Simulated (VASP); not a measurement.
The system is Ba.

```
CELL_PARAMETERS angstrom
-2.50650 2.50650 2.50650
2.50650 -2.50650 2.50650
2.50650 2.50650 -2.50650
ATOMIC_POSITIONS crystal
Ba 0.00000 0.00000 0.00000
```

Base run:

```yaml
Program: VASP 6.6.1
Functional: PBEsol
Potentials_or_basis: VASP PAW PBE potentials, release 64 (Ba_sv)
Cutoff: 500 eV
k_mesh: 7 × 7 × 7
Occupations: fermi-dirac, width 0.1 eV
Spin: no spin polarisation
```

Its results: band gap on the k mesh zero (bands 5 and 6 overlap by 0.67 eV); pressure -0.6 GPa.

Q: The run is repeated on the same cell with these changes: functional from PBEsol to revPBE. What comes out?

A: Band gap on the k mesh zero (bands 5 and 6 overlap by 0.71 eV); pressure 0.6 GPa.

revPBE binds less tightly than PBEsol, so the same cell stands under more pressure.

Caveats: the PAW data sets were made with another functional, which shifts forces and pressure a little; spin-orbit coupling is left out, which moves the levels of the heavy elements.
